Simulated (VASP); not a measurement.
Input of a VASP 6.6.1 run:

File INCAR:

```
SYSTEM = Si3Ge
PREC     = Accurate       ! precision mode
ENCUT    = 520            ! plane-wave cutoff, eV
EDIFF    = 1E-6           ! SCF threshold, eV
ISMEAR   = 0              ! smearing method
SIGMA    = 0.01           ! smearing width, eV
LREAL    = .FALSE.        ! projectors in reciprocal space
LASPH    = .TRUE.         ! aspherical terms in the spheres
NELM     = 100            ! most SCF steps
ALGO     = Normal         ! electronic algorithm
ISIF     = 2              ! what is computed and relaxed
LWAVE    = .FALSE.        ! write WAVECAR
LCHARG   = .FALSE.        ! write CHGCAR
GGA      = PE             ! functional
NBANDS   = 21             ! bands
```

KPOINTS

```
Automatic mesh
0
G
  6 6 6
  0 0 0
```

Contents of POSCAR:

```
Si3Ge
1.0
    1.9367294391      1.1181712630      6.3220173920
   -1.9367294391      1.1181712630      6.3220173920
    0.0000000000     -2.2363425260      6.3220173920
Si Ge
3 1
Direct
    1.0016055264      0.0016055264      0.0016055264
    0.4984313415      0.4984313415      0.4984313415
    0.3750055377      0.3750055377      0.3750055377
    0.8749575943      0.8749575943      0.8749575943
```

Potentials or basis: VASP PAW PBE potentials, release 64 (Si, Ge_d).

Run with:

```sh
$ cat potpaw_PBE.64/Si/POTCAR potpaw_PBE.64/Ge_d/POTCAR > POTCAR
$ mpirun -np 1 vasp_std > vasp.out
```

Question: What does it give for the band gap on the k mesh?

Answer: 0.56 eV, indirect (least direct gap 1.16 eV).

Question: Predict the pressure.

Answer: 2.6 GPa.

Question: Predict the largest force.

Answer: 0.021 eV/Å.

Stress tensor (GPa, compression positive):
```
2.63 0.00 0.00
0.00 2.63 0.00
0.00 0.00 2.42
```

 A k mesh can miss the band edges.
